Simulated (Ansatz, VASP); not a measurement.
**Cd2Hg3Se5: VASP beside Ansatz**

```
Cd Hg Se
1.0
     0.00000   -4.41057    0.00000
     4.41057    0.00000    0.00000
    -2.20528    2.20528   15.57265
Cd Hg Se
2 3 5
Direct
  0.20070 0.20070 0.40141
  0.79930 0.79930 0.59859
  0.60095 0.60095 0.20189
  0.39905 0.39905 0.79811
  0.00000 0.00000 0.00000
  0.15149 0.65149 0.30298
  0.75000 0.25000 0.50000
  0.34851 0.84851 0.69702
  0.94953 0.44953 0.89906
  0.55047 0.05047 0.10094
```

Alike in both runs: task single point; functional PBE; k mesh 6 × 6 × 6; occupations gaussian, width 0.2 eV; no spin polarisation.

|  | VASP | Ansatz |
| --- | --- | --- |
| version | VASP 6.6.1 | Ansatz 0.2.0 |
| potentials or method | VASP PAW PBE potentials, release 64 (Cd, Hg, Se), cutoff 520 eV | scalar-relativistic, plane waves, PAW |
| valence electrons in the cell | 90 | 180 |

|  | VASP | Ansatz | Ansatz less VASP |
| --- | --- | --- | --- |
| gap on the k mesh at the Fermi level (eV) | none | none | - |
| pressure (GPa) | 0.2 | 0.0 | -0.21 |

A gap of «none» marks a metal or a gap that the smearing closes. The functional is the same, so the differences come from potentials, cutoffs and numerics. VASP's potentials hold 90 valence electrons a cell and Ansatz's 180, so a difference there can come from the potentials and not from the codes.

Spin-orbit coupling is off throughout.
